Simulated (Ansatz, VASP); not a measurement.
**Two plane-wave programs on HfO2**

```
Hf O
1.0
    -3.16336    3.16336    4.48781
     3.16336   -3.16336    4.48781
     3.16336    3.16336   -4.48781
Hf O
2 4
Cartesian
  0.0000 0.0000 0.0000
  0.0000 3.1634 2.2439
  0.0478 1.5817 1.1220
  1.5817 3.2111 3.3659
  -1.5817 3.1156 3.3659
  -0.0478 4.7450 1.1220
```

Alike in both runs: task relaxation of cell and atoms; functional r2SCAN; k mesh 6 × 6 × 6; occupations gaussian, width 0.02 eV; no spin polarisation.

|  | VASP | Ansatz |
| --- | --- | --- |
| version | VASP 6.6.1 | Ansatz 0.2.0 |
| potentials or method | VASP PAW PBE potentials, release 64 (Hf_pv, O), cutoff 600 eV | scalar-relativistic, plane waves, PAW |
| valence electrons in the cell | 44 | 76 |

```csv
,VASP,Ansatz,Ansatz less VASP
"gap on the k mesh at the Fermi level, each at its own relaxed structure (eV)",5.17,5.13,-0.032
relaxed volume (Å³/atom),29.71,30.00,+0.291
relaxed cell length with the largest relative difference (Å),6.320,6.339,+0.0195
```

VASP's potentials were made for PBE, not for r2SCAN. VASP's potentials hold 44 valence electrons a cell and Ansatz's 76, so a difference there can come from the potentials and not from the codes.

Spin-orbit coupling is off throughout.
